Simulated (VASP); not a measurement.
Runs of VASP 6.6.1 on PbS. The structure is that of space group P-6m2 (No. 187), or close to it. The cells are those of the table. 

```csv
task,level,cell,cutoff (eV),smearing,k mesh for the DOS,occupations for the DOS,gap on the mesh (eV),pressure (GPa)
single point,PBE,"a = 4.070, b = 4.070, c = 3.824 Å, angles 90.0, 90.0, 120.0°, 2 atoms",520,gaussian 0.1 eV,-,-,none,-0.7
relaxation of shape and atoms at fixed volume,PBE,"relaxed from a = 4.090, b = 4.090, c = 3.788 Å, angles 90.0, 90.0, 120.0°, 2 atoms",600,gaussian 0.1 eV,-,-,none,-0.5
single point,PBE,"a = 4.090, b = 4.090, c = 3.788 Å, angles 90.0, 90.0, 120.0°, 2 atoms",520,methfessel-paxton 0.0680285 eV,-,-,none,-0.5
single point,PBE+D3(BJ),"a = 4.090, b = 4.090, c = 3.788 Å, angles 90.0, 90.0, 120.0°, 2 atoms",520,fermi-dirac 0.1 eV,-,-,none,(a)
single point,PBE,"a = 4.090, b = 4.090, c = 3.788 Å, angles 90.0, 90.0, 120.0°, 2 atoms",520,gaussian 0.0065 eV,-,-,none,-0.5
```

Alike in all rows: potentials or basis VASP PAW PBE potentials, release 64 (Pb_d, S); no spin polarisation; k mesh 6 × 6 × 4.

Question: Fill in the values left out.

Answer: (a) -2.4.

Caveats: all runs use coarse meshes; spin-orbit coupling is left out, which moves the levels of the heavy elements; pairwise dispersion overbinds metals, which lowers pressure and volume (some runs).

A k mesh can miss the band edges, and the runs leave out spin-orbit coupling on Pb.

A gap of «none» marks levels without a gap at the run's occupations.
